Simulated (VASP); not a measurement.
Runs of VASP 6.6.1 on Na. The structure is that of space group P6_3/mmc (No. 194), or close to it. The cells are those of the table. 

```csv
task,cell,gap on the mesh (eV),pressure (GPa)
single point,"a = 3.767, b = 3.767, c = 5.969 Å, angles 90.0, 90.0, 120.0°, 2 atoms",none,(a)
electric field gradients,"a = 3.767, b = 3.767, c = 6.216 Å, angles 90.0, 90.0, 120.0°, 2 atoms",none,-0.2
single point,"a = 3.767, b = 3.767, c = 6.339 Å, angles 90.0, 90.0, 120.0°, 2 atoms",none,-0.3
single point,"a = 3.767, b = 3.767, c = 6.277 Å, angles 90.0, 90.0, 120.0°, 2 atoms",none,-0.3
single point,"a = 3.654, b = 3.654, c = 6.154 Å, angles 90.0, 90.0, 120.0°, 2 atoms",none,0.3
electric field gradients,"a = 3.767, b = 3.767, c = 6.031 Å, angles 90.0, 90.0, 120.0°, 2 atoms",none,0.0
electric field gradients,"a = 3.654, b = 3.654, c = 6.154 Å, angles 90.0, 90.0, 120.0°, 2 atoms",none,0.3
single point,"a = 3.729, b = 3.729, c = 6.154 Å, angles 90.0, 90.0, 120.0°, 2 atoms",none,0.0
single point,"a = 3.767, b = 3.767, c = 6.092 Å, angles 90.0, 90.0, 120.0°, 2 atoms",none,-0.1
single point,"a = 3.767, b = 3.767, c = 6.031 Å, angles 90.0, 90.0, 120.0°, 2 atoms",none,0.0
single point,"a = 3.842, b = 3.842, c = 6.154 Å, angles 90.0, 90.0, 120.0°, 2 atoms",none,-0.4
single point,"a = 3.767, b = 3.767, c = 6.216 Å, angles 90.0, 90.0, 120.0°, 2 atoms",none,-0.2
```

Alike in all rows: level PBE; potentials or basis VASP PAW PBE potentials, release 64 (Na_pv); no spin polarisation; k mesh 13 × 13 × 7; cutoff (eV) 520; smearing fermi-dirac 0.05 eV.

Q: Fill in the values left out.

A: (a) 0.1.

A gap of «none» marks levels without a gap at the run's occupations.
